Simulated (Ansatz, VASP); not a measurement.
# Y: VASP beside Ansatz

INCAR

```
SYSTEM = Y
ALGO     = Normal         ! electronic algorithm
EDIFF    = 1E-6           ! SCF threshold, eV
ENCUT    = 520            ! plane-wave cutoff, eV
ISIF     = 2              ! what is computed and relaxed
ISMEAR   = -1             ! smearing method
LASPH    = .TRUE.         ! aspherical terms in the spheres
LCHARG   = .TRUE.         ! write CHGCAR
LELF     = .TRUE.         ! ELF
LREAL    = .FALSE.        ! projectors in reciprocal space
LVHAR    = .TRUE.       
LWAVE    = .FALSE.        ! write WAVECAR
NBANDS   = 18             ! bands
NELM     = 80             ! most SCF steps
PREC     = Accurate       ! precision mode
SIGMA    = 0.08           ! smearing width, eV
```

File KPOINTS:

```
k-points
0
G
  12 12 7
  0 0 0
```

POSCAR

```
Y
1.0
    3.5769579286      0.0000000000      0.0000000000
   -1.7884789643      3.0977364344      0.0000000000
    0.0000000000      0.0000000000      5.6300732012
Y
2
Direct
    0.3333333333      0.6666666667      0.2500000000
    0.6666666667      0.3333333333      0.7500000000
```

Input for Ansatz:

```yaml
crystal:
  lattice:
    - [3.5769579286, 0.0, 0.0]
    - [-1.7884789643, 3.0977364344, 0.0]
    - [0.0, 0.0, 5.6300732012]
  atoms:
    - { symbol: "Y", position: [0.3333333333, 0.6666666667, 0.25] }
    - { symbol: "Y", position: [0.6666666667, 0.3333333333, 0.75] }
kpoints:
  mp_grid: { grid: [12, 12, 7] }
  band_path:
    path:
      - [0.0, 0.0, 0.0]
      - [0.5, 0.0, 0.0]
      - [0.3333333333, 0.3333333333, 0.0]
      - [0.0, 0.0, 0.0]
      - [0.0, 0.0, 0.5]
      - [0.5, 0.0, 0.5]
      - [0.3333333333, 0.3333333333, 0.5]
      - [0.0, 0.0, 0.5]
      - [0.5, 0.0, 0.5]
    npoints: 5
scf:
  occupations: { method: fermi_dirac, width: 0.08 }
hamiltonian:
  xc: lda
  pseudopotentials: { kind: all_electron, lapw: { basis_error: 0.00025 } }
output:
  forces: true
  stress: true
  eigenvalues: true
```

Change from the starting cell: volume scaled by 0.94.

Alike in both runs: task single point; functional LDA; k mesh 12 × 12 × 7; occupations fermi-dirac, width 0.08 eV; no spin polarisation.

|  | VASP | Ansatz |
| --- | --- | --- |
| version | VASP 6.6.1 | Ansatz 0.2.0 |
| potentials or method | VASP PAW LDA potentials, release 64 (Y_sv), cutoff 520 eV | all-electron LAPW, scalar-relativistic |

|  | VASP | Ansatz | Ansatz less VASP |
| --- | --- | --- | --- |
| pressure (GPa) | -1.8 | -1.7 | +0.12 |
| traceless stress, the component that is largest in VASP (GPa) | -0.32 | -0.34 | -0.014 |

LDA's correlation is that of Perdew and Zunger in VASP and of Perdew and Wang (1992) in Ansatz. Ansatz ran all-electron here, and VASP with PAW potentials.
